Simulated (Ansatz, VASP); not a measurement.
## Two plane-wave programs on AlN

File INCAR:

```
SYSTEM = AlN
ALGO = Normal
EDIFF = 1E-6
ENCUT = 520
GGA = PS
ISIF = 2
ISMEAR = 0
LASPH = .True.
LCHARG = .False.
LREAL = .False.
LWAVE = .False.
NBANDS = 16
NELM = 60
PREC = Accurate
SIGMA = 0.05
```

KPOINTS

```
k-points
0
Gamma
  9 9 6
  0 0 0
```

File POSCAR:

```
AlN
1.0
    3.3727786064      0.0000000000      0.0000000000
   -1.6863893032      2.9209119544      0.0000000000
    0.0000000000      0.0000000000      3.9667249189
Al N
2 2
Direct
    0.3333333333      0.6666666667      0.7500000000
    0.6666666667      0.3333333333      0.2500000000
    0.3333333333      0.6666666667      0.2500000000
    0.6666666667      0.3333333333      0.7500000000
```

Input for Ansatz:

```yaml
crystal:
  lattice:
    - [3.3727786064, 0.0, 0.0]
    - [-1.6863893032, 2.9209119544, 0.0]
    - [0.0, 0.0, 3.9667249189]
  atoms:
    - { symbol: Al, position: [0.3333333333, 0.6666666667, 0.75] }
    - { symbol: Al, position: [0.6666666667, 0.3333333333, 0.25] }
    - { symbol: "N", position: [0.3333333333, 0.6666666667, 0.25] }
    - { symbol: "N", position: [0.6666666667, 0.3333333333, 0.75] }
basis:
  ecutwfc: 520.0
kpoints:
  mp_grid: { grid: [9, 9, 6] }
hamiltonian:
  xc: pbesol
  pseudopotentials: { kind: paw, azcp: { folder: soft_1 } }
scf:
  occupations: { method: gaussian, width: 0.05 }
output:
  forces: true
  stress: true
  eigenvalues: true
```

Alike in both runs: task single point; functional PBEsol; k mesh 9 × 9 × 6; occupations gaussian, width 0.05 eV; no spin polarisation.

|  | VASP | Ansatz |
| --- | --- | --- |
| version | VASP 6.6.1 | Ansatz 0.2.0 |
| potentials or method | VASP PAW PBE potentials, release 64 (Al, N), cutoff 520 eV | scalar-relativistic, plane waves, PAW |
| valence electrons in the cell | 16 | 16 |

```csv
,VASP,Ansatz,Ansatz less VASP
gap on the k mesh at the Fermi level (eV),3.52,3.50,-0.011
least direct gap on the mesh (eV),3.52,3.50,-0.011
pressure (GPa),0.1,0.1,-0.02
"traceless stress, the component that is largest in VASP (GPa)",9.67,9.55,-0.117
```

VASP's potentials were made for PBE, not for PBEsol, and Ansatz warns of the same on its side.
